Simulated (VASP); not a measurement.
Crystal: SiC.

```xyz
12
Lattice="3.0532 0.0000 0.0000 -1.5266 2.6441 0.0000 0.0000 0.0000 14.9650" Properties=species:S:1:pos:R:3 pbc="T T T"
Si    1.5266    0.8814    6.8584
Si    0.0000    1.7627   14.3409
Si    1.5266    0.8814   11.8478
Si    0.0000    1.7627    4.3653
Si    0.0000    0.0000    9.3531
Si    0.0000    0.0000    1.8706
C     1.5266    0.8814    4.9878
C     0.0000    1.7627   12.4703
C     1.5266    0.8814    9.9771
C     0.0000    1.7627    2.4947
C     0.0000    0.0000    7.4825
C     0.0000    0.0000    0.0000
```

Base run:

| Quantity | Value |
| --- | --- |
| Program | VASP 6.6.1 |
| Functional | PBE |
| Dispersion | D4 |
| Potentials or basis | VASP PAW PBE potentials, release 64 (Si, C) |
| Cutoff | 520 eV |
| k mesh | 10 × 10 × 2 |
| Occupations | fermi-dirac, width 0.05 eV |
| Spin | no spin polarisation |

Its results: band gap on the k mesh 2.01 eV (least direct gap 3.11 eV); pressure 5.1 GPa; largest force 0.151 eV/Å.

Question: After a change of settings the same cell gave: band gap on the k mesh 1.90 eV (least direct gap 3.01 eV); pressure 3.9 GPa; largest force 0.151 eV/Å. Which change was it?
A. functional from PBE to PBEsol
B. dispersion from D4 to none
C. functional from PBE to r2SCAN; dispersion from D4 to D3(BJ)
D. functional from PBE to b88 exchange, pbe correlation; dispersion from D4 to none; cutoff from 520 eV to 600 eV

Answer: A.

PBEsol binds more tightly than PBE, so the same cell stands under less pressure.

Caveats: the cell stands under pressure; the PAW data sets were made with another functional, which shifts forces and pressure a little (at least some runs).
